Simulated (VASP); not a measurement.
# Zn3Cd2Se5 (I-4m2) in VASP: notebook

Zn3Cd2Se5 is run at these levels: PBE; tasks: single point.

Program: VASP 6.6.1. These are calculated values, not measurements. Logs are shortened: lines on timing, memory, paths and dates and some standing lists are left out, and cuts for length are marked.

### 1 The cell of the first run

Symmetry: I-4m2, No. 119, tetragonal system. Conventional cell: a = 4.164 Å, b = 4.164 Å, c = 29.840 Å, α = 90.00°, β = 90.00°, γ = 90.00°. Within 3.3 Å of Zn (site symmetry 2mm) lie 4 Se at 2.50 Å. Within 3.3 Å of Zn (site symmetry -4m2) lie 4 Se at 2.50 Å. Within 3.5 Å of Cd (site symmetry 2mm) lie 4 Se at 2.66 Å. Within 3.3 Å of Se (site symmetry 2mm) lie 2 Zn at 2.50 Å and 2 Cd at 2.66 Å. Within 3.3 Å of Se (site symmetry 2mm) lie 4 Zn at 2.50 Å. Se (site symmetry -4m2) has 4 Cd at 2.66 Å within 3.5 Å.

### 2 Single point, PBE

Contents of INCAR:

```
PREC = Accurate ; ENCUT = 520
EDIFF = 1E-7 ; ISMEAR = 0
SIGMA = 0.1 ; LREAL = False
LASPH = True ; NELM = 100
ALGO = Normal ; ISIF = 2
LWAVE = False ; LCHARG = True
GGA = PE ; LELF = True
LVHAR = True ; NBANDS = 56
```

Contents of KPOINTS:

```
Automatic mesh
0
Gamma
  4 4 4
```

Contents of POSCAR:

```
Zn3Cd2Se5
1.0
    0.0000000000     -4.1641959146      0.0000000000
    4.1641959146      0.0000000000      0.0000000000
   -2.0820979573      2.0820979573     14.9197834641
Zn Cd Se
3 2 5
Direct
    0.4069474160      0.4069474160      0.8138948320
    0.0000000000      0.0000000000      0.0000000000
    0.5930525840      0.5930525840      0.1861051680
    0.8052091317      0.8052091317      0.6104182634
    0.1947908683      0.1947908683      0.3895817366
    0.3607682667      0.8607682667      0.7215365334
    0.9535215223      0.4535215223      0.9070430446
    0.5464784777      0.0464784777      0.0929569554
    0.1392317333      0.6392317333      0.2784634666
    0.7500000000      0.2500000000      0.5000000000
```

Potentials or basis: VASP PAW PBE potentials, release 64 (Zn, Cd, Se).

Launch:

```bash
> cat potpaw_PBE.64/Zn/POTCAR potpaw_PBE.64/Cd/POTCAR potpaw_PBE.64/Se/POTCAR > POTCAR
> mpirun -np 1 vasp_std > vasp.out
```

OUTCAR:

```text
PREC = Accurate
   ENCUT = 520
   EDIFF = 1E-7
   ISMEAR = 0
   LREAL = False
   LASPH = True
   NELM = 100
   ISIF = 2
   GGA = PE

 ion  position               nearest neighbor table
   1  0.407  0.407  0.814-   6 2.50   6 2.50   7 2.50   7 2.50
   2  0.000  0.000  0.000-   8 2.50   7 2.50   8 2.50   7 2.50
   3  0.593  0.593  0.186-   9 2.50   9 2.50   8 2.50   8 2.50
   4  0.805  0.805  0.610-  10 2.66  10 2.66   6 2.66   6 2.66
   5  0.195  0.195  0.390-  10 2.66  10 2.66   9 2.66   9 2.66
   6  0.361  0.861  0.722-   1 2.50   1 2.50   4 2.66   4 2.66
   7  0.954  0.454  0.907-   2 2.50   2 2.50   1 2.50   1 2.50
   8  0.546  0.046  0.093-   2 2.50   2 2.50   3 2.50   3 2.50
   9  0.139  0.639  0.278-   3 2.50   3 2.50   5 2.66   5 2.66
  10  0.750  0.250  0.500-   4 2.66   5 2.66   4 2.66   5 2.66

  LATTYP: Found a body centered tetragonal cell.
 ALAT       =     4.1641959146
 C/A-ratio  =     7.1657452099

  Lattice vectors:

 A1 = (  -2.0820979573,  -2.0820979573, -14.9197834641)
 A2 = (   2.0820979573,   2.0820979573, -14.9197834641)
 A3 = (   2.0820979573,  -2.0820979573,  14.9197834641)

Analysis of symmetry for initial positions (statically):
=====================================================================
 Subroutine PRICEL returns:
 Original cell was already a primitive cell.

 Routine SETGRP: Setting up the symmetry group for a
 body centered tetragonal supercell.

 Subroutine GETGRP returns: Found  8 space group operations
 (whereof  8 operations were pure point group operations)
 out of a pool of 16 trial point group operations.

The static configuration has the point symmetry D_2d.

Analysis of symmetry for dynamics (positions and initial velocities):
=====================================================================
 Subroutine PRICEL returns:
 Original cell was already a primitive cell.

 Routine SETGRP: Setting up the symmetry group for a
 body centered tetragonal supercell.

 Subroutine GETGRP returns: Found  8 space group operations
 (whereof  8 operations were pure point group operations)
 out of a pool of 16 trial point group operations.

The dynamic configuration has the point symmetry D_2d.

 Subroutine INISYM returns: Found  8 space group operations
 (whereof  8 operations are pure point group operations),
 and found     1 'primitive' translations

----------------------------------------------------------------------------------------

                                     Primitive cell

  volume of cell :     258.7169

  direct lattice vectors                    reciprocal lattice vectors
     0.000000000 -4.164195915  0.000000000     0.000000000 -0.240142400  0.033512551
     4.164195915  0.000000000  0.000000000     0.240142400  0.000000000  0.033512551
    -2.082097957  2.082097957 14.919783464     0.000000000  0.000000000  0.067025101

  length of vectors
     4.164195915  4.164195915 15.207570563     0.242469510  0.242469510  0.067025101

  position of ions in fractional coordinates (direct lattice)
     0.406947416  0.406947416  0.813894832
     0.000000000  0.000000000  0.000000000
     0.593052584  0.593052584  0.186105168
     0.805209132  0.805209132  0.610418263
     0.194790868  0.194790868  0.389581737
     0.360768267  0.860768267  0.721536533
     0.953521522  0.453521522  0.907043045
     0.546478478  0.046478478  0.092956955
     0.139231733  0.639231733  0.278463467
     0.750000000  0.250000000  0.500000000

  ion indices of the primitive-cell ions
   primitive index   ion index
                 1           1
                 2           2
                 3           3
                 4           4
                 5           5
                 6           6
                 7           7
                 8           8
                 9           9
                10          10

----------------------------------------------------------------------------------------

 KPOINTS: Automatic mesh

Automatic generation of k-mesh.
 Grid dimensions read from file:
 generate k-points for:    4    4    4

 Generating k-lattice:

  Cartesian coordinates                     Fractional coordinates (reciprocal lattice)
     0.000000000 -0.060035600  0.008378138     0.250000000  0.000000000  0.000000000
     0.060035600  0.000000000  0.008378138     0.000000000  0.250000000  0.000000000
     0.000000000  0.000000000  0.016756275     0.000000000  0.000000000  0.250000000

  Length of vectors
     0.060617377  0.060617377  0.016756275

  Shift w.r.t. Gamma in fractional coordinates (k-lattice)
     0.000000000  0.000000000  0.000000000

 Subroutine IBZKPT returns following result:
 ===========================================

 Found     13 irreducible k-points:

 Following reciprocal coordinates:
            Coordinates               Weight
  0.000000  0.000000  0.000000      1.000000
  0.250000  0.000000 -0.000000      8.000000
  0.500000  0.000000 -0.000000      4.000000
  0.250000  0.250000 -0.000000      8.000000
  0.500000  0.250000 -0.000000     16.000000
 -0.250000  0.250000  0.000000      4.000000
  0.500000  0.500000 -0.000000      2.000000
  0.000000  0.000000  0.250000      2.000000
  0.250000  0.000000  0.250000      8.000000
  0.500000  0.000000  0.250000      4.000000
  0.250000  0.250000  0.250000      4.000000
  0.500000  0.500000  0.250000      2.000000
  0.000000  0.000000  0.500000      1.000000
   k-points           NKPTS =     13   k-points in BZ     NKDIM =     13   number of bands    NBANDS=     56
   number of dos      NEDOS =    301   number of ions     NIONS =     10
   total plane-waves  NPLWV = 122880
   dimension x,y,z NGX =    32 NGY =   32 NGZ =  120
   dimension x,y,z NGXF=    64 NGYF=   64 NGZF=  240
   ions per type =               3   2   5
   NGX,Y,Z   is equivalent  to a cutoff of  12.78, 12.78, 13.12 a.u.
   NGXF,Y,Z  is equivalent  to a cutoff of  25.55, 25.55, 26.24 a.u.
 SYSTEM =  unknown system
   PREC   = accura    normal or accurate (medium, high low for compatibility)
   ISTART =      0    job   : 0-new  1-cont  2-samecut
   ICHARG =      2    charge: 1-file 2-atom 10-const
   ISPIN  =      1    spin polarized calculation?
   LNONCOLLINEAR =      F non collinear calculations
   LSORBIT =      F    spin-orbit coupling
   LASPH  =      T    aspherical Exc in radial PAW
   ENCUT  =  520.0 eV  38.22 Ry    6.18 a.u.   7.74  7.74 28.28*2*pi/ulx,y,z
   NELM   =    100;   NELMIN=  2; NELMDL= -5     # of ELM steps
   EDIFF  = 0.1E-06   stopping-criterion for ELM
   LREAL  =      F    real-space projection
   EDIFFG = 0.1E-05   stopping-criterion for IOM
   NSW    =      0    number of steps for IOM
   IBRION =     -1    ionic relax: 0-MD 1-quasi-New 2-CG
   NFREE  =      0    steps in history (QN), initial steepest desc. (CG)
   ISIF   =      2    stress and relaxation
   ISYM   =      2    0-nonsym 1-usesym 2-fastsym
   POTIM  = 0.5000    time-step for ionic-motion
   TEBEG  =    0.0;   TEEND  =   0.0 temperature during run
   PSTRESS=    0.0 pullay stress
   NELECT =      90.0000    total number of electrons
   NUPDOWN=      -1.0000    fix difference up-down
   EMIN   =  10.00;   EMAX   =-10.00  energy-range for DOS
   EFERMI =   0.00;   METHOD = LEGACY
   ISMEAR =     0;   SIGMA  =   0.10  broadening in eV -4-tet -1-fermi 0-gaus
   EFERMI_NEDOS =   21; number of points for ismear=-14 and -15
   IALGO  =     38    algorithm
   IMIX   =      4    mixing-type and parameters
     AMIX     =   0.40;   BMIX     =  1.00
     AMIX_MAG =   1.60;   BMIX_MAG =  1.00
  volume/ion in A,a.u.               =      25.87       174.59
  Fermi-wavevector in a.u.,A,eV,Ry     =   1.151368  2.175770 18.036532  1.325648
  Thomas-Fermi vector in A             =   2.288026
   LORBIT       =      0    0 simple, 1 ext, 2 COOP (PROOUT), +10 PAW based schemes
   GGA     = PE    functional components
   LHFCALC =     F    Hartree Fock is set to
   AEXX    =    0.0000 exact exchange contribution
   IVDW    =     0    specifies the selected vdW correction
   LEPSILON=     F    determine dielectric tensor
   LRPA    =     F    only Hartree local field effects (RPA)
 non-spin polarized calculation
 Gauss-broadening in eV      SIGMA  =   0.10
  energy-cutoff  :      520.00
  volume of cell :      258.72
 maximum number of plane-waves:      6991
 NGX is ok and might be reduce to    32
   NGX = 15   NGY = 15   NGZ = 57

 number of electron      89.9999956 magnetization

 Free energy of the ion-electron system (eV)
  ---------------------------------------------------
  ext. energy  EPLUGINS =         0.00000000
  ---------------------------------------------------
  free energy    TOTEN  =       -28.87711785 eV

  energy without entropy =      -28.87711785  energy(sigma->0) =      -28.87711785

 E-fermi :   1.4390     XC(G=0):  -8.9590

 val. band max:        1.0526712443   @ k =   0.0000   0.0000   0.0000
 cond. band min:       1.8163983962   @ k =   0.0000   0.0000   0.0000
 fundamental gap:      0.7637271518
 Fermi energy:         1.4389655545

 k-point     1 :       0.0000    0.0000    0.0000
  band No.  band energies     occupation
      1     -11.8018      2.00000
      2     -11.5258      2.00000
      3     -11.3655      2.00000
      4     -11.0904      2.00000
      5     -10.9881      2.00000
      6      -6.8254      2.00000
[... 48 lines left out ...]
     55       6.9020      0.00000
     56       6.9079      0.00000

 k-point     2 :       0.2500    0.0000   -0.0000
  band No.  band energies     occupation
      1     -11.5974      2.00000
      2     -11.3910      2.00000
      3     -11.2494      2.00000
      4     -11.0773      2.00000
      5     -10.9948      2.00000
      6      -6.8011      2.00000
[... 48 lines left out ...]
     55       7.1682      0.00000
     56       7.2612      0.00000

 k-point     3 :       0.5000    0.0000   -0.0000
  band No.  band energies     occupation
      1     -11.2095      2.00000
      2     -11.2082      2.00000
      3     -11.1925      2.00000
      4     -11.1166      2.00000
      5     -11.0995      2.00000
      6      -6.8021      2.00000
[... 523 lines left out ...]
 k-point    12 :       0.5000    0.5000    0.2500
  band No.  band energies     occupation
      1     -10.9843      2.00000
      2     -10.9842      2.00000
      3     -10.9746      2.00000
      4     -10.9744      2.00000
      5     -10.9610      2.00000
      6      -6.7201      2.00000
[... 48 lines left out ...]
     55       6.3876      0.00000
     56       7.4879      0.00000

 k-point    13 :       0.0000    0.0000    0.5000
  band No.  band energies     occupation
      1     -11.7934      2.00000
      2     -11.5725      2.00000
      3     -11.2360      2.00000
      4     -11.2149      2.00000
      5     -10.9548      2.00000
      6      -6.8256      2.00000
[... 48 lines left out ...]
     55       6.4897      0.00000
     56       7.1907      0.00000

------------------------ aborting loop because EDIFF is reached ----------------------------------------

  FORCE on cell =-STRESS in cart. coord.  units (eV):
  Direction    XX          YY          ZZ          XY          YZ          ZX
  --------------------------------------------------------------------------------------
  -------------------------------------------------------------------------------------
  Total        0.7232411      0.7232411      0.2604105      0.0000000     -0.0000000      0.0000000
  in kB        4.4788743      4.4788743      1.6126653      0.0000000     -0.0000000      0.0000000
  external PRESSURE =       3.5234713 kB  Pullay stress =       0.0000000 kB

 VOLUME and BASIS-vectors are now :
 -----------------------------------------------------------------------------
  energy-cutoff  :      520.00
  volume of cell :      258.72
      direct lattice vectors                 reciprocal lattice vectors
     0.000000000 -4.164195915  0.000000000     0.000000000 -0.240142400  0.033512551
     4.164195915  0.000000000  0.000000000     0.240142400  0.000000000  0.033512551
    -2.082097957  2.082097957 14.919783464     0.000000000  0.000000000  0.067025101

 POSITION                                       TOTAL-FORCE (eV/Angst)
 -----------------------------------------------------------------------------------
      0.00000      0.00000     12.14313        -0.000000     -0.000000      0.002225
      0.00000      0.00000      0.00000        -0.000000     -0.000000     -0.000000
      2.08210     -2.08210      2.77665        -0.000000     -0.000000     -0.002225
      2.08210     -2.08210      9.10731         0.000000     -0.000000      0.007241
     -0.00000      0.00000      5.81248        -0.000000      0.000000     -0.007241
      2.08210      0.00000     10.76517         0.000000     -0.000000      0.023543
      0.00000     -2.08210     13.53289        -0.000000     -0.000000     -0.005128
      0.00000     -2.08210      1.38690        -0.000000     -0.000000      0.005128
      2.08210      0.00000      4.15461        -0.000000      0.000000     -0.023543
      0.00000     -2.08210      7.45989        -0.000000     -0.000000     -0.000000
 -----------------------------------------------------------------------------------
    total drift:                               -0.000008     -0.000008      0.000000

  FREE ENERGIE OF THE ION-ELECTRON SYSTEM (eV)
  ---------------------------------------------------
  free  energy   TOTEN  =       -28.8771178521 eV

  energy  without entropy=      -28.8771178509  energy(sigma->0) =      -28.87711785
```

It took 98 s on 1 thread of Intel Xeon 6975P-C (Granite Rapids), shared host; peak memory 0.43 GiB.

Results:

```
Free energy            : -28.8771 eV
Pressure               : 0.4 GPa
Largest force          : 0.024 eV/Å
Band gap on the k mesh : 0.76 eV
```

Forces in eV/Å, atoms in the order of the input:
```
Zn   0.000  0.000  0.002
Zn   0.000  0.000  0.000
Zn   0.000  0.000 -0.002
Cd   0.000  0.000  0.007
Cd   0.000  0.000 -0.007
Se   0.000  0.000  0.024
Se   0.000  0.000 -0.005
Se   0.000  0.000  0.005
Se   0.000  0.000 -0.024
Se   0.000  0.000  0.000
```

Stress tensor (GPa, compression positive):
```
0.45 0.00 0.00
0.00 0.45 0.00
0.00 0.00 0.16
```

Caveat: semilocal functionals underestimate gaps, and a narrow one can read as zero.

### 3 Single point, PBE

This run uses another cell than the first one, of 23.33 Å³/atom.

Contents of INCAR:

```
SYSTEM = Zn3Cd2Se5
  PREC = Accurate
  ENCUT = 520
  EDIFF = 1E-6
  ISMEAR = 0
  SIGMA = 0.1
  LREAL = .False.
  LASPH = .True.
  NELM = 100
  ALGO = Normal
  ISIF = 2
  LWAVE = .False.
  LCHARG = .True.
  GGA = PE
  LELF = .True.
  LVHAR = .True.
  NBANDS = 56
```

Contents of KPOINTS:

```
regular mesh
0
Gamma
  6 6 6
  0 0 0
```

Contents of POSCAR:

```
Zn3Cd2Se5
1.0
   -2.0203595000      2.0203595000     14.2860990600
    2.0203595000     -2.0203595000     14.2860990600
    2.0203595000      2.0203595000    -14.2860990600
Zn Cd Se
3 2 5
Direct
    0.4000000000      0.4000000000      0.0000000000
    0.0000000000      0.0000000000      0.0000000000
    0.6000000000      0.6000000000      0.0000000000
    0.8000000000      0.8000000000      0.0000000000
    0.2000000000      0.2000000000      0.0000000000
    0.3500000000      0.8500000000      0.5000000000
    0.9500000000      0.4500000000      0.5000000000
    0.5500000000      0.0500000000      0.5000000000
    0.1500000000      0.6500000000      0.5000000000
    0.7500000000      0.2500000000      0.5000000000
```

Potentials or basis: VASP PAW PBE potentials, release 64 (Zn, Cd, Se).

Launch:

```bash
> cat potpaw_PBE.64/Zn/POTCAR potpaw_PBE.64/Cd/POTCAR potpaw_PBE.64/Se/POTCAR > POTCAR
> mpirun -np 1 vasp_std > vasp.out
```

Run time: 45 min. Hardware: 1 thread of Intel Xeon 6975P-C (Granite Rapids), shared host; peak memory 2.1 GiB.

Results (log left out):

* Free energy: -27.8087 eV
* Pressure: 8.4 GPa
* Largest force: 1.794 eV/Å
* Band gap on the k mesh: 1.08 eV

Forces in eV/Å, atoms in the order of the input:
```
Zn   0.000  0.000  0.061
Zn   0.000  0.000  0.000
Zn   0.000  0.000 -0.061
Cd   0.000  0.000  0.081
Cd   0.000  0.000 -0.081
Se   0.000  0.000  1.794
Se   0.000  0.000  0.004
Se   0.000  0.000 -0.004
Se   0.000  0.000 -1.794
Se   0.000  0.000  0.000
```

Levels at points of the mesh, in eV from the valence-band top:
| k point | band 41 | band 42 | band 43 | band 44 | band 45 | band 46 | band 47 | band 48 | band 49 | band 50 |
| --- | --- | --- | --- | --- | --- | --- | --- | --- | --- | --- |
| (0.00, 0.00, 0.00) | -0.95 | -0.95 | -0.02 | 0.00 | 0.00 | 1.08 | 3.00 | 3.05 | 3.38 | 3.43 |
| (0.50, 0.00, 0.00) | -1.01 | -1.01 | -0.95 | -0.89 | -0.85 | 2.46 | 2.94 | 3.14 | 3.96 | 4.08 |
| (0.50, 0.50, 0.00) | -2.52 | -2.47 | -2.46 | -2.32 | -2.31 | 2.88 | 3.43 | 3.49 | 3.49 | 3.87 |
| (0.50, 0.50, 0.50) | -0.96 | -0.43 | -0.43 | -0.19 | -0.19 | 2.13 | 2.16 | 2.88 | 3.39 | 3.54 |

Caveat: the cell stands under pressure; forces of over 1 eV/Å act on the atoms, so gaps and moduli don't describe the material at rest. A k mesh can miss the band edges.
